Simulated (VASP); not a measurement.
# Ta12Si in VASP: single point with LDA

Aim: the single point of Ta12Si with LDA.

All numbers are computed with VASP 6.6.1; they aren't measurements. Logs are shortened: lines on timing, memory, paths and dates and some standing lists are left out, and cuts for length are marked.

## (1) The cell of the first run

The cell holds a slab with vacuum, 13 atoms: a = 5.634 Å, b = 5.634 Å, c = 19.944 Å, α = 90.00°, β = 90.00°, γ = 109.47°.

## (2) Single point, LDA

Contents of INCAR:

```
SYSTEM = Ta12Si
PREC     = Accurate       ! precision mode
ENCUT    = 520            ! plane-wave cutoff, eV
EDIFF    = 1E-7           ! SCF threshold, eV
ISMEAR   = 0              ! smearing method
SIGMA    = 0.1            ! smearing width, eV
LREAL    = .FALSE.        ! projectors in reciprocal space
LASPH    = .TRUE.         ! aspherical terms in the spheres
NELM     = 60             ! most SCF steps
ALGO     = Fast           ! electronic algorithm
ISIF     = 2              ! what is computed and relaxed
LWAVE    = .FALSE.        ! write WAVECAR
LCHARG   = .TRUE.         ! write CHGCAR
LDIPOL   = .TRUE.       
IDIPOL   = 3            
DIPOL    = 0.5 0.5 0.330
LELF     = .TRUE.         ! ELF
LVHAR    = .TRUE.       
LVACPOTAV= .TRUE.       
NBANDS   = 80             ! bands
```

Contents of KPOINTS:

```
Automatic mesh
0
G
  5 5 1
  0 0 0
```

Contents of POSCAR:

```
Ta12Si
1.0
    5.6341016690      0.0000000000      0.0000000000
   -1.8780338897      5.3118819947      0.0000000000
    0.0000000000      0.0000000000     19.9444203651
Ta Si
12 1
Direct
    0.2500000000      0.2500000000      0.2005573452
    0.2500000000      0.7500000000      0.2005573452
    0.7500000000      0.2500000000      0.2005573452
    0.7500000000      0.7500000000      0.2005573452
    0.0000000000      0.0000000000      0.3119800438
    0.0000000000      0.5000000000      0.3119800438
    0.5000000000      0.0000000000      0.3119800438
    0.5000000000      0.5000000000      0.3119800438
    0.2500000000      0.2500000000      0.4188531641
    0.2500000000      0.7500000000      0.4271151160
    0.7500000000      0.2500000000      0.4271151160
    0.7500000000      0.7500000000      0.4281587499
    0.2500000000      0.2500000000      0.5388998839
```

Potentials or basis: VASP PAW LDA potentials, release 64 (Ta_pv, Si).

Launch:

```
$ cat potpaw_LDA.64/Ta_pv/POTCAR potpaw_LDA.64/Si/POTCAR > POTCAR
$ mpirun -np 1 vasp_std > vasp.out
```

OUTCAR:

```text
SYSTEM = Ta12Si
   PREC = Accurate
   ENCUT = 520
   EDIFF = 1E-7
   ISMEAR = 0
   LREAL = .FALSE.
   LASPH = .TRUE.
   NELM = 60
   ISIF = 2

 ion  position               nearest neighbor table
   1  0.250  0.250  0.201-   5 2.75   8 2.75   2 2.82   2 2.82   3 2.82   3 2.82   7 3.20   6 3.20
                             4 3.25   4 3.25
   2  0.250  0.750  0.201-   6 2.75   7 2.75   1 2.82   1 2.82   4 2.82   4 2.82   5 3.20   8 3.20
                             3 3.25   3 3.25
   3  0.750  0.250  0.201-   6 2.75   7 2.75   4 2.82   4 2.82   1 2.82   1 2.82   5 3.20   8 3.20
                             2 3.25   2 3.25
   4  0.750  0.750  0.201-   5 2.75   8 2.75   3 2.82   3 2.82   2 2.82   2 2.82   7 3.20   6 3.20
                             1 3.25   1 3.25
   5  0.000  0.000  0.312-   9 2.68   4 2.75   1 2.75   6 2.82   6 2.82   7 2.82   7 2.82  12 2.83
                             3 3.20   2 3.20  11 3.25  10 3.25   8 3.25   8 3.25
   6  0.000  0.500  0.312-   2 2.75   3 2.75  10 2.81  11 2.81   5 2.82   5 2.82   8 2.82   8 2.82
                             9 3.14   4 3.20   1 3.20   7 3.25   7 3.25  12 3.26
   7  0.500  0.000  0.312-   2 2.75   3 2.75  10 2.81  11 2.81   8 2.82   8 2.82   5 2.82   5 2.82
                             9 3.14   4 3.20   1 3.20   6 3.25   6 3.25  12 3.26
   8  0.500  0.500  0.312-   9 2.68   4 2.75   1 2.75   7 2.82   7 2.82   6 2.82   6 2.82  12 2.83
                             3 3.20   2 3.20  11 3.25  10 3.25   5 3.25   5 3.25
   9  0.250  0.250  0.419-  13 2.39   8 2.68   5 2.68  10 2.82  10 2.82  11 2.82  11 2.82   6 3.14
                             7 3.14  12 3.26  12 3.26
  10  0.250  0.750  0.427-   6 2.81   7 2.81  12 2.82  12 2.82   9 2.82   9 2.82   5 3.25   8 3.25
                            11 3.25  11 3.25
  11  0.750  0.250  0.427-   6 2.81   7 2.81  12 2.82  12 2.82   9 2.82   9 2.82   5 3.25   8 3.25
                            10 3.25  10 3.25
  12  0.750  0.750  0.428-  11 2.82  11 2.82  10 2.82  10 2.82   5 2.83   8 2.83   9 3.26   9 3.26
                             7 3.26   6 3.26
  13  0.250  0.250  0.539-   9 2.39

  LATTYP: Found a base centered orthorhombic cell.
 ALAT       =     6.5057002304
 B/A-ratio  =     1.4142135624
 C/A-ratio  =     3.0656838862

  Lattice vectors:

 A1 = (   5.6341016690,   0.0000000000,   0.0000000000)
 A2 = (  -1.8780338897,   5.3118819947,   0.0000000000)
 A3 = (   0.0000000000,   0.0000000000,  19.9444203651)

Analysis of symmetry for initial positions (statically):
=====================================================================
 Subroutine PRICEL returns:
 Original cell was already a primitive cell.

 Routine SETGRP: Setting up the symmetry group for a
 base centered orthorhombic supercell.

 Subroutine GETGRP returns: Found  4 space group operations
 (whereof  2 operations were pure point group operations)
 out of a pool of  8 trial point group operations.

The static configuration has the point symmetry C_1h.
 The point group associated with its full space group is C_2v.

Analysis of symmetry for dynamics (positions and initial velocities):
=====================================================================
 Subroutine PRICEL returns:
 Original cell was already a primitive cell.

 Routine SETGRP: Setting up the symmetry group for a
 base centered orthorhombic supercell.

 Subroutine GETGRP returns: Found  4 space group operations
 (whereof  2 operations were pure point group operations)
 out of a pool of  8 trial point group operations.

The dynamic configuration has the point symmetry C_1h.
 The point group associated with its full space group is C_2v.

 Subroutine INISYM returns: Found  4 space group operations
 (whereof  2 operations are pure point group operations),
 and found     1 'primitive' translations

----------------------------------------------------------------------------------------

                                     Primitive cell

  volume of cell :     596.8903

  direct lattice vectors                    reciprocal lattice vectors
     5.634101669  0.000000000  0.000000000     0.177490585  0.062752398  0.000000000
    -1.878033890  5.311881995  0.000000000     0.000000000  0.188257194  0.000000000
     0.000000000  0.000000000 19.944420365     0.000000000  0.000000000  0.050139336

  length of vectors
     5.634101669  5.634101669 19.944420365     0.188257194  0.188257194  0.050139336

[... 52 lines left out ...]
 Subroutine IBZKPT returns following result:
 ===========================================

 Found      9 irreducible k-points:

 Following reciprocal coordinates:
            Coordinates               Weight
  0.000000  0.000000  0.000000      1.000000
  0.200000 -0.000000  0.000000      4.000000
  0.400000 -0.000000  0.000000      4.000000
  0.200000  0.200000  0.000000      2.000000
  0.400000  0.200000  0.000000      4.000000
 -0.400000  0.200000  0.000000      4.000000
 -0.200000  0.200000  0.000000      2.000000
  0.400000  0.400000  0.000000      2.000000
 -0.400000  0.400000  0.000000      2.000000
   k-points           NKPTS =      9   k-points in BZ     NKDIM =      9   number of bands    NBANDS=     80
   number of dos      NEDOS =    301   number of ions     NIONS =     13
   total plane-waves  NPLWV = 264600
   dimension x,y,z NGX =    42 NGY =   42 NGZ =  150
   dimension x,y,z NGXF=    84 NGYF=   84 NGZF=  300
   ions per type =              12   1
   NGX,Y,Z   is equivalent  to a cutoff of  12.39, 12.39, 12.50 a.u.
   NGXF,Y,Z  is equivalent  to a cutoff of  24.79, 24.79, 25.01 a.u.
 SYSTEM =  Ta12Si
   PREC   = accura    normal or accurate (medium, high low for compatibility)
   ISTART =      0    job   : 0-new  1-cont  2-samecut
   ICHARG =      2    charge: 1-file 2-atom 10-const
   ISPIN  =      1    spin polarized calculation?
   LNONCOLLINEAR =      F non collinear calculations
   LSORBIT =      F    spin-orbit coupling
   LASPH  =      T    aspherical Exc in radial PAW
   ENCUT  =  520.0 eV  38.22 Ry    6.18 a.u.  10.48 10.48 37.08*2*pi/ulx,y,z
   NELM   =     60;   NELMIN=  2; NELMDL= -5     # of ELM steps
   EDIFF  = 0.1E-06   stopping-criterion for ELM
   LREAL  =      F    real-space projection
   EDIFFG = 0.1E-05   stopping-criterion for IOM
   NSW    =      0    number of steps for IOM
   IBRION =     -1    ionic relax: 0-MD 1-quasi-New 2-CG
   NFREE  =      0    steps in history (QN), initial steepest desc. (CG)
   ISIF   =      2    stress and relaxation
   ISYM   =      2    0-nonsym 1-usesym 2-fastsym
   POTIM  = 0.5000    time-step for ionic-motion
   TEBEG  =    0.0;   TEEND  =   0.0 temperature during run
   PSTRESS=    0.0 pullay stress
   NELECT =     136.0000    total number of electrons
   NUPDOWN=      -1.0000    fix difference up-down
   EMIN   =  10.00;   EMAX   =-10.00  energy-range for DOS
   EFERMI =   0.00;   METHOD = LEGACY
   ISMEAR =     0;   SIGMA  =   0.10  broadening in eV -4-tet -1-fermi 0-gaus
   EFERMI_NEDOS =   21; number of points for ismear=-14 and -15
   IALGO  =     68    algorithm
   IMIX   =      4    mixing-type and parameters
     AMIX     =   0.40;   BMIX     =  1.00
     AMIX_MAG =   1.60;   BMIX_MAG =  1.00
  volume/ion in A,a.u.               =      45.91       309.85
  Fermi-wavevector in a.u.,A,eV,Ry     =   0.999899  1.889536 13.603088  0.999799
  Thomas-Fermi vector in A             =   2.132220
   LORBIT       =      0    0 simple, 1 ext, 2 COOP (PROOUT), +10 PAW based schemes
   GGA     = CA    functional components
   LHFCALC =     F    Hartree Fock is set to
   AEXX    =    0.0000 exact exchange contribution
   IVDW    =     0    specifies the selected vdW correction
   LEPSILON=     F    determine dielectric tensor
   LRPA    =     F    only Hartree local field effects (RPA)
 non-spin polarized calculation
 RMM-DIIS sequential band-by-band and
 Gauss-broadening in eV      SIGMA  =   0.10
  energy-cutoff  :      520.00
  volume of cell :      596.89
 maximum number of plane-waves:     16108
 NGX is ok and might be reduce to    42
   NGX = 21   NGY = 21   NGZ = 75

 dipolmoment           0.000000      0.000000      0.449819 electrons x Angstroem

 number of electron     135.9999990 magnetization

 dipolmoment           0.000000      0.000000     -0.015027 electrons x Angstroem

 Free energy of the ion-electron system (eV)
  ---------------------------------------------------
  ext. energy  EPLUGINS =         0.00000000
  ---------------------------------------------------
  free energy    TOTEN  =      -149.09922303 eV

  energy without entropy =     -149.01449298  energy(sigma->0) =     -149.05685800

 E-fermi :  -0.6727     XC(G=0):  -5.9999

 val. band max:       -0.6816150451   @ k =   0.2000   0.2000   0.0000
 cond. band min:      -0.6725551986   @ k =  -0.4000   0.2000   0.0000
 fundamental gap:      0.0090598465
 Fermi energy:        -0.6727064524

 k-point     1 :       0.0000    0.0000    0.0000
  band No.  band energies     occupation
      1     -35.1236      2.00000
      2     -35.0883      2.00000
      3     -35.0386      2.00000
      4     -35.0333      2.00000
      5     -34.9868      2.00000
      6     -34.9788      2.00000
[... 736 lines left out ...]
     79       0.7546      0.00000
     80       1.0967      0.00000

------------------------ aborting loop because EDIFF is reached ----------------------------------------

  FORCE on cell =-STRESS in cart. coord.  units (eV):
  Direction    XX          YY          ZZ          XY          YZ          ZX
  --------------------------------------------------------------------------------------
  -------------------------------------------------------------------------------------
  Total      -12.7659267    -12.4953827      0.0674461      0.3826070      0.0000000      0.0000000
  in kB      -34.2663946    -33.5401984      0.1810393      1.0269966      0.0000000      0.0000000
  external PRESSURE =     -22.5418512 kB  Pullay stress =       0.0000000 kB

 VOLUME and BASIS-vectors are now :
 -----------------------------------------------------------------------------
  energy-cutoff  :      520.00
  volume of cell :      596.89
      direct lattice vectors                 reciprocal lattice vectors
     5.634101669  0.000000000  0.000000000     0.177490585  0.062752398  0.000000000
    -1.878033890  5.311881995  0.000000000     0.000000000  0.188257194  0.000000000
     0.000000000  0.000000000 19.944420365     0.000000000  0.000000000  0.050139336

 POSITION                                       TOTAL-FORCE (eV/Angst)
 -----------------------------------------------------------------------------------
      0.93902      1.32797      4.00000        -0.000000      0.000000      0.004211
     -0.00000      3.98391      4.00000        -0.000000      0.000000      0.046391
      3.75607      1.32797      4.00000        -0.000000      0.000000      0.046391
      2.81705      3.98391      4.00000        -0.000000      0.000000      0.063721
      0.00000      0.00000      6.22226        -0.318291     -0.450131     -0.264899
     -0.93902      2.65594      6.22226        -0.135090      0.095523      0.095423
      2.81705      0.00000      6.22226         0.135090     -0.095523      0.095423
      1.87803      2.65594      6.22226         0.318291      0.450131     -0.264899
      0.93902      1.32797      8.35378        -0.000000      0.000000      0.006903
     -0.00000      3.98391      8.51856        -0.000000      0.000000      0.044896
      3.75607      1.32797      8.51856        -0.000000      0.000000      0.044896
      2.81705      3.98391      8.53938        -0.000000      0.000000      0.040323
      0.93902      1.32797     10.74805        -0.000000     -0.000000      0.041221
 -----------------------------------------------------------------------------------
    total drift:                                0.000000      0.000000      0.001009

  FREE ENERGIE OF THE ION-ELECTRON SYSTEM (eV)
  ---------------------------------------------------
  free  energy   TOTEN  =      -149.0992230320 eV

  energy  without entropy=     -149.0144929759  energy(sigma->0) =     -149.05685800

 vacuum level on the upper side and lower side of the slab         4.287         4.378
```

Wall time 18 min (1 thread of Oxide Virtual Turin-like, shared host); peak memory 0.57 GiB.

Results:

* Free energy: -149.0992 eV
* Largest force: 0.612 eV/Å
* Band gap on the k mesh: zero (bands 68 and 69 overlap by 0.77 eV)

Forces on the atoms (eV/Å):
```
Ta   0.000  0.000  0.004
Ta   0.000  0.000  0.046
Ta   0.000  0.000  0.046
Ta   0.000  0.000  0.064
Ta  -0.318 -0.450 -0.265
Ta  -0.135  0.096  0.095
Ta   0.135 -0.096  0.095
Ta   0.318  0.450 -0.265
Ta   0.000  0.000  0.007
Ta   0.000  0.000  0.045
Ta   0.000  0.000  0.045
Ta   0.000  0.000  0.040
Si   0.000  0.000  0.041
```

Levels at points of the mesh, in eV from the Fermi level:
```tsv
k point	band 65	band 66	band 67	band 68	band 69	band 70
(0.00, 0.00, 0.00)	-0.10	-0.08	0.16	0.51	0.85	0.92
```

Caveat: spin-orbit coupling is left out, which moves the levels of the heavy elements.
